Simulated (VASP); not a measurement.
# H7N2F (Pca2_1) in VASP: electric field gradients with r2SCAN

Aim: the electric field gradients of H7N2F with r2SCAN.

Program: VASP 6.6.1. These are calculated values, not measurements. Logs are shortened: lines on timing, memory, paths and dates and some standing lists are left out, and cuts for length are marked.

## Step 1: The cell of the first run

The structure is orthorhombic, space group Pca2_1 (No. 29). The conventional cell has a = 8.048 Å, b = 5.630 Å, c = 7.368 Å, α = 90.00°, β = 90.00°, γ = 90.00°. Within 1.4 Å of H (site symmetry 1) lie 1 N at 1.07 Å. Within 1.4 Å of H (site symmetry 1) lie 1 N at 1.04 Å. Within 1.4 Å of H (site symmetry 1) lie 1 N at 1.04 Å. H (site symmetry 1) has 1 N at 1.04 Å within 1.4 Å. Within 1.4 Å of H (site symmetry 1) lie 1 N at 1.02 Å. H (site symmetry 1) has 1 N at 1.02 Å within 1.4 Å. H (site symmetry 1) has 1 N at 1.02 Å within 1.4 Å. Within 1.4 Å of N (site symmetry 1) lie 4 H at 1.04 to 1.07 Å.

## Step 2: Electric field gradients, r2SCAN

POSCAR reads:

```
H7N2F
1.0
    8.0483831800      0.0000000000      0.0000000000
    0.0000000000      5.6296524400      0.0000000000
    0.0000000000      0.0000000000      7.3676988900
H N F
28 8 4
Direct
    0.7253132400      0.7885011700      0.0282918500
    0.2746867600      0.2114988300      0.5282918500
    0.7746867600      0.7885011700      0.5282918500
    0.2253132400      0.2114988300      0.0282918500
    0.7455820900      0.0459763500      0.1494271700
    0.2544179100      0.9540236500      0.6494271700
    0.7544179100      0.0459763500      0.6494271700
    0.2455820900      0.9540236500      0.1494271700
    0.6309503400      0.0443963400      0.9567057800
    0.3690496600      0.9556036600      0.4567057800
    0.8690496600      0.0443963400      0.4567057800
    0.1309503400      0.9556036600      0.9567057800
    0.5590058000      0.9010109100      0.1462243800
    0.4409942000      0.0989890900      0.6462243800
    0.9409942000      0.9010109100      0.6462243800
    0.0590058000      0.0989890900      0.1462243800
    0.6297932400      0.4327700800      0.5617959400
    0.3702067600      0.5672299200      0.0617959400
    0.8702067600      0.4327700800      0.0617959400
    0.1297932400      0.5672299200      0.5617959400
    0.7358769100      0.4315138900      0.3716434700
    0.2641230900      0.5684861100      0.8716434700
    0.7641230900      0.4315138900      0.8716434700
    0.2358769100      0.5684861100      0.3716434700
    0.5635657600      0.5918575700      0.3869170300
    0.4364342400      0.4081424300      0.8869170300
    0.9364342400      0.5918575700      0.8869170300
    0.0635657600      0.4081424300      0.3869170300
    0.6636683900      0.9466082700      0.0710690000
    0.3363316100      0.0533917300      0.5710690000
    0.8363316100      0.9466082700      0.5710690000
    0.1636683900      0.0533917300      0.0710690000
    0.6666102700      0.5364770900      0.4555357800
    0.3333897300      0.4635229100      0.9555357800
    0.8333897300      0.5364770900      0.9555357800
    0.1666102700      0.4635229100      0.4555357800
    0.6058874200      0.1969478500      0.7625906000
    0.3941125800      0.8030521500      0.2625906000
    0.8941125800      0.1969478500      0.2625906000
    0.1058874200      0.8030521500      0.7625906000
```

INCAR.step1 reads:

```
  PREC = Accurate
  ENCUT = 520
  ISMEAR = -1
  SIGMA = 0.02
  LREAL = Auto
  LASPH = True
  NELM = 80
  NBANDS = 74
  GGA = PE
  ALGO = Normal
  EDIFF = 1E-4
  LWAVE = True
  LCHARG = False
```

INCAR.step2 reads:

```
  PREC = Accurate
  ENCUT = 520
  EDIFF = 1E-8
  ISMEAR = -1
  SIGMA = 0.02
  LREAL = Auto
  LASPH = True
  NELM = 80
  ALGO = Normal
  ISIF = 2
  LWAVE = False
  LCHARG = False
  METAGGA = R2SCAN
  LMIXTAU = True
  LEFG = True
  NBANDS = 74
  ISTART = 1
```

KPOINTS reads:

```
regular mesh
0
Gamma
  3 4 3
```

Potentials or basis: VASP PAW PBE potentials, release 64 (H, N, F).

Command:

```console
$ cat potpaw_PBE.64/H/POTCAR potpaw_PBE.64/N/POTCAR potpaw_PBE.64/F/POTCAR > POTCAR
$ cp INCAR.step1 INCAR
$ mpirun -np 1 vasp_std > vasp.out
$ cp INCAR.step2 INCAR
$ mpirun -np 1 vasp_std > vasp.out
```

OUTCAR:

```text
PREC = Accurate
   ENCUT = 520
   EDIFF = 1E-8
   ISMEAR = -1
   LREAL = Auto
   LASPH = True
   NELM = 80
   ISIF = 2
   METAGGA = R2SCAN
   ISTART = 1

 ion  position               nearest neighbor table
   1  0.725  0.789  0.028-  29 1.07
   2  0.275  0.211  0.528-  30 1.07
   3  0.775  0.789  0.528-  31 1.07
   4  0.225  0.211  0.028-  32 1.07
   5  0.746  0.046  0.149-  29 1.04
   6  0.254  0.954  0.649-  30 1.04
[... 20 lines left out ...]
  27  0.936  0.592  0.887-  35 1.02
  28  0.064  0.408  0.387-  36 1.02
  29  0.664  0.947  0.071-   5 1.04  13 1.04   9 1.04   1 1.07
  30  0.336  0.053  0.571-   6 1.04  14 1.04  10 1.04   2 1.07
  31  0.836  0.947  0.571-   7 1.04  15 1.04  11 1.04   3 1.07
  32  0.164  0.053  0.071-   8 1.04  16 1.04  12 1.04   4 1.07
  33  0.667  0.536  0.456-  25 1.02  17 1.02  21 1.02
  34  0.333  0.464  0.956-  26 1.02  18 1.02  22 1.02
  35  0.833  0.536  0.956-  27 1.02  19 1.02  23 1.02
  36  0.167  0.464  0.456-  28 1.02  20 1.02  24 1.02
  37  0.606  0.197  0.763-
  38  0.394  0.803  0.263-
  39  0.894  0.197  0.263-
  40  0.106  0.803  0.763-

  LATTYP: Found a simple orthorhombic cell.
 ALAT       =     5.6296524400
 B/A-ratio  =     1.3087306843
 C/A-ratio  =     1.4296412196

  Lattice vectors:

 A1 = (   0.0000000000,   5.6296524400,   0.0000000000)
 A2 = (   0.0000000000,   0.0000000000,   7.3676988900)
 A3 = (   8.0483831800,   0.0000000000,   0.0000000000)

Analysis of symmetry for initial positions (statically):
=====================================================================
 Subroutine PRICEL returns:
 Original cell was already a primitive cell.

 Routine SETGRP: Setting up the symmetry group for a
 simple orthorhombic supercell.

 Subroutine GETGRP returns: Found  4 space group operations
 (whereof  1 operations were pure point group operations)
 out of a pool of  8 trial point group operations.

The static configuration has the point symmetry C_1 .
 The point group associated with its full space group is C_2v.

Analysis of symmetry for dynamics (positions and initial velocities):
=====================================================================
 Subroutine PRICEL returns:
[... 984 lines left out ...]

------------------------ aborting loop because EDIFF is reached ----------------------------------------

  FORCE on cell =-STRESS in cart. coord.  units (eV):
  Direction    XX          YY          ZZ          XY          YZ          ZX
  --------------------------------------------------------------------------------------
  -------------------------------------------------------------------------------------
  Total       -0.3326818     -0.4081238     -0.3593156      0.0000000      0.0000000      0.0000000
  in kB       -1.5966789     -1.9587563     -1.7245053      0.0000000      0.0000000      0.0000000
  external PRESSURE =      -1.7599802 kB  Pullay stress =       0.0000000 kB

 VOLUME and BASIS-vectors are now :
 -----------------------------------------------------------------------------
  energy-cutoff  :      520.00
  volume of cell :      333.83
      direct lattice vectors                 reciprocal lattice vectors
     8.048383180  0.000000000  0.000000000     0.124248557  0.000000000  0.000000000
     0.000000000  5.629652440  0.000000000     0.000000000  0.177630859  0.000000000
     0.000000000  0.000000000  7.367698890     0.000000000  0.000000000  0.135727588

 POSITION                                       TOTAL-FORCE (eV/Angst)
 -----------------------------------------------------------------------------------
      5.83760      4.43899      0.20845        -0.009613      0.002140      0.009279
      2.21078      1.19066      3.89230         0.009613     -0.002140      0.009279
      6.23498      4.43899      3.89230         0.009613      0.002140      0.009279
      1.81341      1.19066      0.20845        -0.009613     -0.002140      0.009279
      6.00073      0.25883      1.10093        -0.001157     -0.001423     -0.007649
      2.04765      5.37082      4.78478         0.001157      0.001423     -0.007649
[... 32 lines left out ...]
      7.19616      1.10875      1.93469         0.002457      0.013140      0.006072
      0.85222      4.52090      5.61854        -0.002457     -0.013140      0.006072
 -----------------------------------------------------------------------------------
    total drift:                                0.000000      0.000000      0.003196

  FREE ENERGIE OF THE ION-ELECTRON SYSTEM (eV)
  ---------------------------------------------------
  free  energy   TOTEN  =      -210.6543432719 eV

  energy  without entropy=     -210.6543432719  energy(sigma->0) =     -210.65434327

 Electric field gradients (V/A^2)
---------------------------------------------------------------------
 ion       V_xx      V_yy      V_zz      V_xy      V_xz      V_yz
---------------------------------------------------------------------
   1      -3.226     9.749    -6.523   -10.165    -3.599     6.489
   2      -3.226     9.749    -6.523   -10.165     3.599    -6.489
   3      -3.226     9.749    -6.523    10.165     3.599     6.489
   4      -3.226     9.749    -6.523    10.165    -3.599    -6.489
   5       1.999    -1.638    -0.361    12.850    13.233    11.376
   6       1.999    -1.638    -0.361    12.850   -13.233   -11.376
[... 32 lines left out ...]
  39       2.062    -5.376     3.314     1.562    -2.500    -0.944
  40       2.062    -5.376     3.314     1.562     2.500     0.944
---------------------------------------------------------------------

 Electric field gradients after diagonalization (V/A^2)
 (convention: |V_zz| > |V_xx| > |V_yy|)
----------------------------------------------------------------------
 ion       V_xx      V_yy      V_zz     asymmetry (V_yy - V_xx)/ V_zz
----------------------------------------------------------------------
   1      -8.837    -8.766    17.603       0.004
   2      -8.837    -8.766    17.603       0.004
   3      -8.837    -8.766    17.603       0.004
   4      -8.837    -8.766    17.603       0.004
   5     -12.808   -12.305    25.113       0.020
   6     -12.808   -12.305    25.113       0.020
[... 32 lines left out ...]
  39       5.533     0.180    -5.714       0.937
  40       5.533     0.180    -5.714       0.937
----------------------------------------------------------------------

           NMR quadrupolar parameters

 Cq : quadrupolar parameter    Cq=e*Q*V_zz/h
 eta: asymmetry parameters     (V_yy - V_xx)/ V_zz
 Q  : nuclear electric quadrupole moment in mb (millibarn)
----------------------------------------------------------------------
 ion       Cq(MHz)       eta       Q (mb)
----------------------------------------------------------------------
   1       0.043       0.004       1.000
   2       0.043       0.004       1.000
   3       0.043       0.004       1.000
   4       0.043       0.004       1.000
   5       0.061       0.020       1.000
   6       0.061       0.020       1.000
[... 32 lines left out ...]
  39      -0.014       0.937       1.000
  40      -0.014       0.937       1.000
----------------------------------------------------------------------
```

Run time: 43 min. Hardware: 1 thread of Intel Xeon 8259CL, shared host; peak memory 0.51 GiB.

Results:

```
Free energy                             : -210.6543 eV
Pressure                                : -0.2 GPa
Largest force                           : 0.015 eV/Å
Band gap on the k mesh                  : 5.41 eV
Largest electric field gradient by atom : H +17.6, +25.1, +24.9, +24.8, +33.8, +34.1 (each value once); N -7.8, -66.4 (each value once); F -5.7 V/Å²
```

Forces on the atoms (eV/Å):
```
H   -0.010  0.002  0.009
H    0.010 -0.002  0.009
H    0.010  0.002  0.009
H   -0.010 -0.002  0.009
H   -0.001 -0.001 -0.008
H    0.001  0.001 -0.008
H    0.001 -0.001 -0.008
H   -0.001  0.001 -0.008
H    0.006 -0.003  0.010
H   -0.006  0.003  0.010
H   -0.006 -0.003  0.010
H    0.006  0.003  0.010
H    0.006 -0.003 -0.001
H   -0.006  0.003 -0.001
H   -0.006 -0.003 -0.001
H    0.006  0.003 -0.001
H   -0.006 -0.003 -0.008
H    0.006  0.003 -0.008
H    0.006 -0.003 -0.008
H   -0.006  0.003 -0.008
H   -0.008 -0.003  0.001
H    0.008  0.003  0.001
H    0.008 -0.003  0.001
H   -0.008  0.003  0.001
H   -0.004 -0.002 -0.003
H    0.004  0.002 -0.003
H    0.004 -0.002 -0.003
H   -0.004  0.002 -0.003
N    0.001  0.013 -0.001
N   -0.001 -0.013 -0.001
N   -0.001  0.013 -0.001
N    0.001 -0.013 -0.001
N   -0.006 -0.008 -0.007
N    0.006  0.008 -0.007
N    0.006 -0.008 -0.007
N   -0.006  0.008 -0.007
F   -0.002  0.013  0.006
F    0.002 -0.013  0.006
F    0.002  0.013  0.006
F   -0.002 -0.013  0.006
```

Levels at points of the mesh, in eV from the valence-band top:
```csv
k point,band 44,band 45,band 46,band 47,band 48,band 49,band 50,band 51,band 52,band 53
"(0.00, 0.00, 0.00)",-1.27,-0.17,-0.15,-0.15,0.00,5.41,7.91,8.25,8.42,8.46
"(0.00, 0.50, 0.00)",-1.32,-0.29,-0.13,-0.03,-0.03,6.88,7.26,8.00,8.11,9.09
```

Electric field gradients, principal values (V/Å²):
```csv
atom,least,middle,greatest (by size)
1 H,-8.766,-8.837,17.603
2 H,-8.766,-8.837,17.603
3 H,-8.766,-8.837,17.603
4 H,-8.766,-8.837,17.603
5 H,-12.305,-12.808,25.113
6 H,-12.305,-12.808,25.113
7 H,-12.305,-12.808,25.113
8 H,-12.305,-12.808,25.113
9 H,-12.296,-12.618,24.914
10 H,-12.296,-12.618,24.914
11 H,-12.296,-12.618,24.914
12 H,-12.296,-12.618,24.914
13 H,-12.200,-12.615,24.815
14 H,-12.200,-12.615,24.815
15 H,-12.200,-12.615,24.815
16 H,-12.200,-12.615,24.815
17 H,-15.014,-18.820,33.834
18 H,-15.014,-18.820,33.834
19 H,-15.014,-18.820,33.834
20 H,-15.014,-18.820,33.834
21 H,-14.956,-18.843,33.799
22 H,-14.956,-18.843,33.799
23 H,-14.956,-18.843,33.799
24 H,-14.956,-18.843,33.799
25 H,-15.051,-19.068,34.119
26 H,-15.051,-19.068,34.119
27 H,-15.051,-19.068,34.119
28 H,-15.051,-19.068,34.119
29 N,3.431,4.382,-7.813
30 N,3.431,4.382,-7.813
31 N,3.431,4.382,-7.813
32 N,3.431,4.382,-7.813
33 N,33.091,33.333,-66.424
34 N,33.091,33.333,-66.424
35 N,33.091,33.333,-66.424
36 N,33.091,33.333,-66.424
37 F,0.180,5.533,-5.714
38 F,0.180,5.533,-5.714
39 F,0.180,5.533,-5.714
40 F,0.180,5.533,-5.714
```

Caveat: without QUAD_EFG the Cq values of the log hold for a quadrupole moment of 1 mb, not for the nuclei; the PAW data sets were made with another functional, which shifts forces and pressure a little.
